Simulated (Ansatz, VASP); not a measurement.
Zn5BiO: VASP beside Ansatz

```xyz
7
Lattice="0.0000 4.0621 4.0621 4.0621 0.0000 4.0621 4.0621 4.0621 0.0000" Properties=species:S:1:pos:R:3 pbc="T T T"
Zn    5.1930    2.9311    5.1930
Zn    5.1930    5.1930    2.9311
Zn    2.9311    5.1930    5.1930
Zn    2.9311    2.9311    2.9311
Zn    6.0931    6.0931    6.0931
Bi    0.0000    0.0000    0.0000
O     4.0621    4.0621    4.0621
```

Alike in both runs: functional PBE; k mesh 8 × 8 × 8; occupations gaussian, width 0.1 eV; no spin polarisation.

Ansatz relaxed the structure, and its values are those at the end. VASP's run is a single point on that final structure, the one shown.

|  | VASP | Ansatz |
| --- | --- | --- |
| version | VASP 6.6.1 | Ansatz 0.2.0 |
| potentials or method | VASP PAW PBE potentials, release 64 (Zn, Bi_d, O), cutoff 520 eV | scalar-relativistic, plane waves, PAW |
| valence electrons in the cell | 81 | 81 |

VASP gave:

- gap on the k mesh at the Fermi level (eV): none
- pressure (GPa): 0.3
- rms of the force components (eV/Å): 0.023

Q: Which values does Ansatz return?

A: gap on the k mesh at the Fermi level (eV): none; pressure (GPa): 0.0; rms of the force components (eV/Å): 0.000.

A gap of «none» marks a metal or a gap that the smearing closes.

Neither program's run includes spin-orbit coupling.
